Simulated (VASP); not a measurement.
# GaAs (I-4m2) in VASP: a series of runs, part 2 of 2

VASP 6.6.1. The steps go on from the part before.

## Step 3: Single point, r2SCAN (biaxial xy strain -5.0%)

Input file POSCAR:

```
GaAs
1.0
    0.0000000000      2.6919974570      2.8330850947
    2.6919974570      0.0000000000      2.8330850947
    2.6919974570      2.6919974570      0.0000000000
Ga As
1 1
Direct
    0.0000000000      0.0000000000      0.0000000000
    0.2500000000      0.2500000000      0.2500000000
```

Input file INCAR.step1:

```
SYSTEM = GaAs
  PREC = Accurate
  ENCUT = 550
  ISMEAR = 0
  SIGMA = 0.01
  LREAL = .False.
  LASPH = .True.
  NELM = 120
  NBANDS = 16
  GGA = PE
  ALGO = Normal
  EDIFF = 1E-5
  LWAVE = .True.
  LCHARG = .False.
  GGA_COMPAT = .False.
```

Input file INCAR.step2:

```
SYSTEM = GaAs
  PREC = Accurate
  ENCUT = 550
  EDIFF = 1E-6
  ISMEAR = 0
  SIGMA = 0.01
  LREAL = .False.
  LASPH = .True.
  NELM = 120
  ALGO = Normal
  ISIF = 2
  LWAVE = .False.
  LCHARG = .True.
  METAGGA = R2SCAN
  LMIXTAU = .True.
  LELF = .True.
  LVHAR = .True.
  NBANDS = 16
  ISTART = 1
  GGA_COMPAT = .False.
```

Input file KPOINTS:

```
Automatic mesh
0
Gamma
  8 8 8
  0 0 0
```

Potentials or basis: VASP PAW PBE potentials, release 64 (Ga_d, As).

Started as:

```sh
> cat potpaw_PBE.64/Ga_d/POTCAR potpaw_PBE.64/As/POTCAR > POTCAR
> cp INCAR.step1 INCAR
> mpirun -np 1 vasp_std > vasp.out
> cp INCAR.step2 INCAR
> mpirun -np 1 vasp_std > vasp.out
```

OUTCAR:

```text
SYSTEM = GaAs
   PREC = Accurate
   ENCUT = 550
   EDIFF = 1E-6
   ISMEAR = 0
   LREAL = .False.
   LASPH = .True.
   NELM = 120
   ISIF = 2
   METAGGA = R2SCAN
   ISTART = 1

 ion  position               nearest neighbor table
   1  0.000  0.000  0.000-   2 2.37   2 2.37   2 2.37   2 2.37
   2  0.250  0.250  0.250-   1 2.37   1 2.37   1 2.37   1 2.37

  LATTYP: Found a body centered tetragonal cell.
 ALAT       =     3.8070593136
 C/A-ratio  =     1.4883325220

  Lattice vectors:

 A1 = (  -2.6919974570,   0.0000000000,   2.8330850947)
 A2 = (   2.6919974570,   0.0000000000,   2.8330850947)
 A3 = (   0.0000000000,   2.6919974570,  -2.8330850947)

Analysis of symmetry for initial positions (statically):
=====================================================================
 Subroutine PRICEL returns:
 Original cell was already a primitive cell.

 Routine SETGRP: Setting up the symmetry group for a
 body centered tetragonal supercell.

 Subroutine GETGRP returns: Found  8 space group operations
 (whereof  8 operations were pure point group operations)
 out of a pool of 16 trial point group operations.

The static configuration has the point symmetry D_2d.

Analysis of symmetry for dynamics (positions and initial velocities):
=====================================================================
 Subroutine PRICEL returns:
 Original cell was already a primitive cell.

 Routine SETGRP: Setting up the symmetry group for a
 body centered tetragonal supercell.

 Subroutine GETGRP returns: Found  8 space group operations
 (whereof  8 operations were pure point group operations)
 out of a pool of 16 trial point group operations.

The dynamic configuration has the point symmetry D_2d.

 Subroutine INISYM returns: Found  8 space group operations
 (whereof  8 operations are pure point group operations),
 and found     1 'primitive' translations

----------------------------------------------------------------------------------------

                                     Primitive cell

  volume of cell :      41.0619

  direct lattice vectors                    reciprocal lattice vectors
     0.000000000  2.691997457  2.833085095    -0.185735688  0.185735688  0.176486051
     2.691997457  0.000000000  2.833085095     0.185735688 -0.185735688  0.176486051
     2.691997457  2.691997457  0.000000000     0.185735688  0.185735688 -0.176486051

  length of vectors
     3.908096911  3.908096911  3.807059314     0.316453500  0.316453500  0.316453500

  position of ions in fractional coordinates (direct lattice)
     0.000000000  0.000000000  0.000000000
     0.250000000  0.250000000  0.250000000

  ion indices of the primitive-cell ions
   primitive index   ion index
                 1           1
                 2           2

----------------------------------------------------------------------------------------

 KPOINTS: Automatic mesh

Automatic generation of k-mesh.
 Grid dimensions read from file:
 generate k-points for:    8    8    8

 Generating k-lattice:

  Cartesian coordinates                     Fractional coordinates (reciprocal lattice)
    -0.023216961  0.023216961  0.022060756     0.125000000  0.000000000  0.000000000
     0.023216961 -0.023216961  0.022060756     0.000000000  0.125000000  0.000000000
     0.023216961  0.023216961 -0.022060756     0.000000000  0.000000000  0.125000000

  Length of vectors
     0.039556688  0.039556688  0.039556688

  Shift w.r.t. Gamma in fractional coordinates (k-lattice)
     0.000000000  0.000000000  0.000000000

 Subroutine IBZKPT returns following result:
 ===========================================

 Found     59 irreducible k-points:

 Following reciprocal coordinates:
            Coordinates               Weight
  0.000000  0.000000  0.000000      1.000000
  0.125000  0.000000  0.000000      8.000000
  0.250000  0.000000  0.000000      8.000000
  0.375000 -0.000000  0.000000      8.000000
  0.500000  0.000000  0.000000      4.000000
  0.125000  0.125000  0.000000      2.000000
[... 16 lines left out ...]
  0.250000 -0.000000  0.125000     16.000000
  0.375000 -0.000000  0.125000     16.000000
 [... further k-points ...]
   k-points           NKPTS =     59   k-points in BZ     NKDIM =     59   number of bands    NBANDS=     16
   number of dos      NEDOS =    301   number of ions     NIONS =      2
   total plane-waves  NPLWV =  27000
   dimension x,y,z NGX =    30 NGY =   30 NGZ =   30
   dimension x,y,z NGXF=    60 NGYF=   60 NGZF=   60
   ions per type =               1   1
   NGX,Y,Z   is equivalent  to a cutoff of  12.76, 12.76, 13.10 a.u.
   NGXF,Y,Z  is equivalent  to a cutoff of  25.52, 25.52, 26.20 a.u.
 SYSTEM =  GaAs
   PREC   = accura    normal or accurate (medium, high low for compatibility)
   ISTART =      1    job   : 0-new  1-cont  2-samecut
   ICHARG =      0    charge: 1-file 2-atom 10-const
   ISPIN  =      1    spin polarized calculation?
   LNONCOLLINEAR =      F non collinear calculations
   LSORBIT =      F    spin-orbit coupling
   LASPH  =      T    aspherical Exc in radial PAW
   ENCUT  =  550.0 eV  40.42 Ry    6.36 a.u.   7.47  7.47  7.28*2*pi/ulx,y,z
   NELM   =    120;   NELMIN=  2; NELMDL=  0     # of ELM steps
   EDIFF  = 0.1E-05   stopping-criterion for ELM
   LREAL  =      F    real-space projection
   EDIFFG = 0.1E-04   stopping-criterion for IOM
   NSW    =      0    number of steps for IOM
   IBRION =     -1    ionic relax: 0-MD 1-quasi-New 2-CG
   NFREE  =      0    steps in history (QN), initial steepest desc. (CG)
   ISIF   =      2    stress and relaxation
   ISYM   =      2    0-nonsym 1-usesym 2-fastsym
   POTIM  = 0.5000    time-step for ionic-motion
   TEBEG  =    0.0;   TEEND  =   0.0 temperature during run
   PSTRESS=    0.0 pullay stress
   NELECT =      18.0000    total number of electrons
   NUPDOWN=      -1.0000    fix difference up-down
   EMIN   =  10.00;   EMAX   =-10.00  energy-range for DOS
   EFERMI =   0.00;   METHOD = LEGACY
   ISMEAR =     0;   SIGMA  =   0.01  broadening in eV -4-tet -1-fermi 0-gaus
   EFERMI_NEDOS =   21; number of points for ismear=-14 and -15
   IALGO  =     38    algorithm
   IMIX   =      4    mixing-type and parameters
     AMIX     =   0.40;   BMIX     =  1.00
     AMIX_MAG =   1.60;   BMIX_MAG =  1.00
  volume/ion in A,a.u.               =      20.53       138.55
  Fermi-wavevector in a.u.,A,eV,Ry     =   1.243615  2.350092 21.042482  1.546579
  Thomas-Fermi vector in A             =   2.377918
   LORBIT       =      0    0 simple, 1 ext, 2 COOP (PROOUT), +10 PAW based schemes
   METAGGA = R2SCAN    functional components
   LHFCALC =     F    Hartree Fock is set to
   AEXX    =    0.0000 exact exchange contribution
   IVDW    =     0    specifies the selected vdW correction
   LEPSILON=     F    determine dielectric tensor
   LRPA    =     F    only Hartree local field effects (RPA)
 non-spin polarized calculation
 Gauss-broadening in eV      SIGMA  =   0.01
  energy-cutoff  :      550.00
  volume of cell :       41.06
 maximum number of plane-waves:      1221
 NGX is ok and might be reduce to    30
   NGX = 15   NGY = 15   NGZ = 15

 number of electron      17.9999993 magnetization

 Free energy of the ion-electron system (eV)
  ---------------------------------------------------
  ext. energy  EPLUGINS =         0.00000000
  ---------------------------------------------------
  free energy    TOTEN  =       -26.91591267 eV

  energy without entropy =      -26.91591267  energy(sigma->0) =      -26.91591267

 E-fermi :   4.8212     XC(G=0): -10.7249

 val. band max:        4.7527880349   @ k =   0.0000   0.0000   0.0000
 cond. band min:       6.0794832795   @ k =   0.5000   0.0000   0.5000
 fundamental gap:      1.3266952445
 Fermi energy:         4.8211794944

 k-point     1 :       0.0000    0.0000    0.0000
  band No.  band energies     occupation
      1     -10.8126      2.00000
      2     -10.7990      2.00000
      3     -10.7990      2.00000
      4     -10.6883      2.00000
      5     -10.6846      2.00000
      6      -9.3263      2.00000
[... 8 lines left out ...]
     15      14.8810      0.00000
     16      16.0502      0.00000
[... 419 lines left out ...]
 k-point    24 :       0.3750   -0.0000    0.1250
  band No.  band energies     occupation
      1     -10.9168      2.00000
      2     -10.7779      2.00000
      3     -10.7705      2.00000
      4     -10.6972      2.00000
      5     -10.6750      2.00000
      6      -7.7404      2.00000
[... 8 lines left out ...]
     15      15.9240      0.00000
     16      16.8001      0.00000

 [... further k-points ...]

------------------------ aborting loop because EDIFF is reached ----------------------------------------

  FORCE on cell =-STRESS in cart. coord.  units (eV):
  Direction    XX          YY          ZZ          XY          YZ          ZX
  --------------------------------------------------------------------------------------
  -------------------------------------------------------------------------------------
  Total        2.7420461      2.7420461      1.7544288      0.0000000      0.0000000     -0.0000000
  in kB      106.9907999    106.9907999     68.4553557      0.0000000      0.0000000     -0.0000000
  external PRESSURE =      94.1456518 kB  Pullay stress =       0.0000000 kB

 VOLUME and BASIS-vectors are now :
 -----------------------------------------------------------------------------
  energy-cutoff  :      550.00
  volume of cell :       41.06
      direct lattice vectors                 reciprocal lattice vectors
     0.000000000  2.691997457  2.833085095    -0.185735688  0.185735688  0.176486051
     2.691997457  0.000000000  2.833085095     0.185735688 -0.185735688  0.176486051
     2.691997457  2.691997457  0.000000000     0.185735688  0.185735688 -0.176486051

 POSITION                                       TOTAL-FORCE (eV/Angst)
 -----------------------------------------------------------------------------------
      0.00000      0.00000      0.00000         0.000000      0.000000      0.000000
      1.34600      1.34600      1.41654        -0.000000     -0.000000     -0.000000
 -----------------------------------------------------------------------------------
    total drift:                               -0.000003     -0.000003     -0.000001

  FREE ENERGIE OF THE ION-ELECTRON SYSTEM (eV)
  ---------------------------------------------------
  free  energy   TOTEN  =       -26.9159126669 eV

  energy  without entropy=      -26.9159126669  energy(sigma->0) =      -26.91591267
```

Wall time 84 s (1 thread of Intel Xeon 6975P-C (Granite Rapids), shared host); peak memory 0.19 GiB.

Results:

```yaml
Free_energy: -26.9159 eV
Pressure: 9.4 GPa
Band_gap_on_the_k_mesh: 1.33 eV (least direct gap 1.65 eV)
```

Caveat: the cell differs from its parent crystal (biaxial xy strain -5.0%); the cell stands under pressure; the PAW data sets were made with another functional, which shifts forces and pressure a little. A k mesh can miss the band edges.

## Step 4: Single point, r2SCAN (uniaxial z strain -3.1%)

Input file POSCAR:

```
GaAs
1.0
    0.0000000000      2.8330850947      2.7446928398
    2.8330850947      0.0000000000      2.7446928398
    2.8330850947      2.8330850947      0.0000000000
Ga As
1 1
Direct
    0.0000000000      0.0000000000      0.0000000000
    0.2500000000      0.2500000000      0.2500000000
```

Input file INCAR.step1:

```
SYSTEM = GaAs
ALGO = Normal
EDIFF = 1E-5
ENCUT = 550
GGA = PE
GGA_COMPAT = .FALSE.
ISMEAR = 0
LASPH = .TRUE.
LCHARG = .FALSE.
LREAL = .FALSE.
LWAVE = .TRUE.
NBANDS = 16
NELM = 120
PREC = Accurate
SIGMA = 0.01
```

Input file INCAR.step2:

```
SYSTEM = GaAs
ALGO = Normal
EDIFF = 1E-6
ENCUT = 550
GGA_COMPAT = .FALSE.
ISIF = 2
ISMEAR = 0
ISTART = 1
LASPH = .TRUE.
LCHARG = .FALSE.
LMIXTAU = .TRUE.
LREAL = .FALSE.
LWAVE = .FALSE.
METAGGA = R2SCAN
NBANDS = 16
NELM = 120
PREC = Accurate
SIGMA = 0.01
```

Input file KPOINTS:

```
k-points
0
G
  8 8 8
  0 0 0
```

Started as:

```sh
> cat potpaw_PBE.64/Ga_d/POTCAR potpaw_PBE.64/As/POTCAR > POTCAR
> cp INCAR.step1 INCAR
> mpirun -np 1 vasp_std > vasp.out
> cp INCAR.step2 INCAR
> mpirun -np 1 vasp_std > vasp.out
```

Wall time 84 s (1 thread of Intel Xeon 6975P-C (Granite Rapids), shared host); peak memory 0.19 GiB.

The run converged. Its results:

```yaml
Free_energy: -27.0355 eV
Pressure: 2.6 GPa
Band_gap_on_the_k_mesh: 1.07 eV
```

Stress tensor (GPa, compression positive):
```
1.90 0.00 0.00
0.00 1.90 0.00
0.00 0.00 3.92
```

Levels at points of the mesh, in eV from the valence-band top:
```
           k point  band 5  band 6  band 7  band 8  band 9  band 10  band 11  band 12  band 13  band 14
(0.00, 0.00, 0.00)  -15.31  -13.52   -0.18   -0.18    0.00     1.07     3.87     3.96     3.96     8.22
(0.50, 0.00, 0.00)  -15.30  -11.59   -7.08   -1.48   -1.21     1.30     4.76     5.01     8.22    11.18
(0.50, 0.50, 0.00)  -15.29  -10.69   -7.10   -3.14   -3.14     1.45     1.60    10.95    10.95    12.03
(0.50, 0.00, 0.50)  -15.30  -10.82   -7.31   -2.92   -2.90     1.66     1.92    10.80    10.98    11.76
```

Caveat: the cell differs from its parent crystal (uniaxial z strain -3.1%); the PAW data sets were made with another functional, which shifts forces and pressure a little. A k mesh can miss the band edges.

## Step 5: Single point, HSE06 (biaxial xy strain -5.0%)

Input file POSCAR:

```
GaAs
1.0
    0.0000000000      2.6919974570      2.8330850947
    2.6919974570      0.0000000000      2.8330850947
    2.6919974570      2.6919974570      0.0000000000
Ga As
1 1
Direct
    0.0000000000      0.0000000000      0.0000000000
    0.2500000000      0.2500000000      0.2500000000
```

Input file INCAR.step1:

```
SYSTEM = GaAs
  ALGO = Normal
  EDIFF = 1E-5
  ENCUT = 400
  GGA = PE
  GGA_COMPAT = .FALSE.
  ISIF = 2
  ISMEAR = 0
  LASPH = .TRUE.
  LCHARG = .FALSE.
  LREAL = .FALSE.
  LWAVE = .TRUE.
  NBANDS = 16
  NELM = 120
  PREC = Accurate
  SIGMA = 0.01
```

Input file INCAR.step2:

```
SYSTEM = GaAs
  ALGO = Normal
  EDIFF = 1E-6
  ENCUT = 400
  GGA = PE
  GGA_COMPAT = .FALSE.
  HFSCREEN = 0.2079
  ISIF = 2
  ISMEAR = 0
  ISTART = 1
  LASPH = .TRUE.
  LCHARG = .FALSE.
  LHFCALC = .TRUE.
  LREAL = .FALSE.
  LWAVE = .FALSE.
  NBANDS = 16
  NELM = 120
  PREC = Accurate
  PRECFOCK = Normal
  SIGMA = 0.01
```

Input file KPOINTS:

```
k-points
0
G
  6 6 6
  0 0 0
```

Started as:

```sh
> cat potpaw_PBE.64/Ga_d/POTCAR potpaw_PBE.64/As/POTCAR > POTCAR
> cp INCAR.step1 INCAR
> mpirun -np 1 vasp_std > vasp.out
> cp INCAR.step2 INCAR
> mpirun -np 1 vasp_std > vasp.out
```

Wall time 30 min (1 thread of Intel Xeon 6975P-C (Granite Rapids), shared host); peak memory 0.27 GiB.

The run converged. Its results:

* Free energy: -9.6954 eV
* Pressure: 9.7 GPa
* Band gap on the k mesh: 1.64 eV (least direct gap 2.11 eV)

Stress tensor (GPa, compression positive):
```
11.04  0.00  0.00
 0.00 11.04  0.00
 0.00  0.00  7.17
```

Levels at points of the mesh, in eV from the valence-band top:
```csv
k point,band 5,band 6,band 7,band 8,band 9,band 10,band 11,band 12,band 13,band 14
"(0.00, 0.00, 0.00)",-17.54,-14.85,-0.36,0.00,0.00,2.11,4.43,4.43,4.56,8.81
"(0.50, 0.00, 0.00)",-17.53,-12.61,-7.92,-1.76,-1.25,1.91,5.23,5.60,8.65,12.16
"(0.50, 0.50, 0.00)",-17.53,-11.82,-8.24,-3.12,-3.12,2.02,2.51,12.23,12.23,12.81
"(0.50, 0.00, 0.50)",-17.52,-11.56,-7.87,-3.55,-3.49,1.64,1.98,11.83,12.18,13.11
```

Caveat: the cell differs from its parent crystal (biaxial xy strain -5.0%); the cell stands under pressure; the PAW data sets were made with another functional, which shifts forces and pressure a little. A k mesh can miss the band edges.

## Step 6: Overview

| level | cell | k mesh | cutoff (eV) | smearing | grid for exact exchange (PRECFOCK) | share of exact exchange | screening parameter | gap on the mesh (eV) | pressure (GPa) |
| --- | --- | --- | --- | --- | --- | --- | --- | --- | --- |
| PBE | a = 3.908, b = 3.908, c = 3.807 Å, angles 60.9, 60.9, 58.3°, 2 atoms | 8 × 8 × 8 | 500 | fermi-dirac 0.02 eV | - | - | - | 1.04 | 12.4 |
| r2SCAN | a = 3.908, b = 3.908, c = 3.807 Å, angles 60.9, 60.9, 58.3°, 2 atoms | 8 × 8 × 8 | 550 | gaussian 0.01 eV | - | - | - | 1.33 | 9.4 |
| r2SCAN | a = 3.945, b = 3.945, c = 4.007 Å, angles 59.5, 59.5, 61.0°, 2 atoms | 8 × 8 × 8 | 550 | gaussian 0.01 eV | - | - | - | 1.07 | 2.6 |
| HSE06 | a = 3.908, b = 3.908, c = 3.807 Å, angles 60.9, 60.9, 58.3°, 2 atoms | 6 × 6 × 6 | 400 | gaussian 0.01 eV | Normal | 0.25 | 0.2079 1/Å | 1.64 | 9.7 |

Alike in all rows: task single point; potentials or basis VASP PAW PBE potentials, release 64 (Ga_d, As); no spin polarisation.

Caveats: the cell stands under pressure (at least some runs); the PAW data sets were made with another functional, which shifts forces and pressure a little (at least some runs).

Total energies depend on the potentials used, so only differences within one code and one set of settings carry meaning.
